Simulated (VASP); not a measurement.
Set up this calculation in VASP 6.6.1, as the native input.

| Quantity | Value |
| --- | --- |
| Task | single point |
| Functional | PBE |
| Potentials or basis | VASP PAW PBE potentials, release 64 (Sr_sv, O) |
| Cutoff | 520 eV |
| k mesh | 2 × 2 × 2, shifted |
| Occupations | fermi-dirac, width 0.1034 eV |
| Spin | no spin polarisation |
| Dipole correction | no |
| Further INCAR settings | LREAL = Auto; ALGO = Normal; EDIFF = 1e-07; NBANDS = 78 |

The structure of SrO lies in POSCAR:

```
SrO
1.0
    2.1658644263      3.7513872287      5.2234395464
    2.1658644263      3.7513872287     -5.2234395464
   -6.4975932790      3.7513872287      0.0000000000
Sr O
8 8
Direct
    0.7108203829      0.7608378087      0.1635022506
    0.9861111873      0.0183096161      0.6543546363
    0.2029239936      0.2637318190      0.1684745685
    0.4858865446      0.5394740318      0.6642930407
    0.5063315023      0.0629629174      0.8531644401
    0.6880595710      0.2738231315      0.3444767057
    0.9763568837      0.5456807019      0.8251589215
    0.2129435622      0.7833230934      0.3207088254
    0.4638996687      0.0266657389      0.1627241226
    0.7016212517      0.3044957597      0.6911599189
    0.9425408885      0.5188187452      0.2031598144
    0.2120693004      0.7905888703      0.6563585132
    0.7431355493      0.7809305689      0.8165682832
    0.9487530840     -0.0035533333      0.3273737559
    0.2034085492      0.3141145303      0.8429179224
    0.4393810833      0.5168687227      0.3318664842
```

This cell differs from its parent crystal: dynamics (nve) at 1200 K, volume x 1.04, from the last frame before.

These files were run (other wordings do the same):

INCAR

```
SYSTEM = SrO
ALGO = Normal
EDIFF = 1E-7
ENCUT = 520
GGA = PE
ISIF = 2
ISMEAR = -1
LASPH = .True.
LCHARG = .False.
LREAL = Auto
LWAVE = .False.
NBANDS = 78
NELM = 80
PREC = Accurate
SIGMA = 0.1034
```

KPOINTS

```
Automatic mesh
0
Gamma
  2 2 2
  0.5 0.5 0.5
```

Potentials or basis: VASP PAW PBE potentials, release 64 (Sr_sv, O).

The run is started by

```sh
$ cat potpaw_PBE.64/Sr_sv/POTCAR potpaw_PBE.64/O/POTCAR > POTCAR
$ mpirun -np 1 vasp_std > vasp.out
```

It gave:

* Pressure: 0.2 GPa
* Largest force: 1.602 eV/Å
* Band gap on the k mesh: 3.43 eV (least direct gap 3.61 eV)

Caveat: the atoms stand as in a frame of molecular dynamics; a shifted mesh leaves out Γ, where band edges can lie; forces of over 1 eV/Å act on the atoms, so gaps and moduli don't describe the material at rest.

Run time: 2.3 min on 1 thread of Intel(R) Xeon(R) Platinum 8488C (Sapphire Rapids), with other jobs on the host, peak memory 0.37 GiB.
